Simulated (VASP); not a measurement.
Input of a VASP 6.6.1 run:

File INCAR:

```
SYSTEM = MgI2
PREC = Accurate ; ENCUT = 520
EDIFF = 1E-7 ; ISMEAR = 0
SIGMA = 0.05 ; LREAL = .False.
LASPH = .True. ; NELM = 60
ALGO = Normal ; ISIF = 2
LWAVE = .False. ; LCHARG = .False.
GGA = PE ; NBANDS = 15
```

KPOINTS

```
regular mesh
0
Gamma
  6 6 4
  0 0 0
```

Contents of POSCAR:

```
MgI2
1.0
    4.1537001214      0.0000000000      0.0000000000
   -2.0768500607      3.5972098248      0.0000000000
    0.0000000000      0.0000000000      6.8620000000
Mg I
1 2
Direct
   -0.0208494927     -0.0416989854      0.0437190324
    0.3333333333      0.6666666667      0.7576300000
    0.6666666667      0.3333333333      0.2423700000
```

Potentials or basis: VASP PAW PBE potentials, release 64 (Mg, I).

Run with:

```sh
$ cat potpaw_PBE.64/Mg/POTCAR potpaw_PBE.64/I/POTCAR > POTCAR
$ mpirun -np 1 vasp_std > vasp.out
```

Q: What does it give for the band gap on the k mesh?

A: 2.83 eV (least direct gap 2.90 eV).

Q: What does it give for the pressure?

A: 2.1 GPa.

Q: Predict the largest force.

A: 1.824 eV/Å.

Stress tensor (GPa, compression positive):
```
 1.53  0.00  0.00
 0.00  3.61 -1.19
 0.00 -1.19  1.31
```

Caveat: the cell differs from its parent crystal (atom 1 (Mg) moved by (-0.150, +0.300) A along y and z); spin-orbit coupling is left out, which moves the levels of the heavy elements; this functional lacks dispersion, which binds layers or chains, so the pressure and a relaxed spacing across them are unreliable; forces of over 1 eV/Å act on the atoms, so gaps and moduli don't describe the material at rest. A k mesh can miss the band edges.
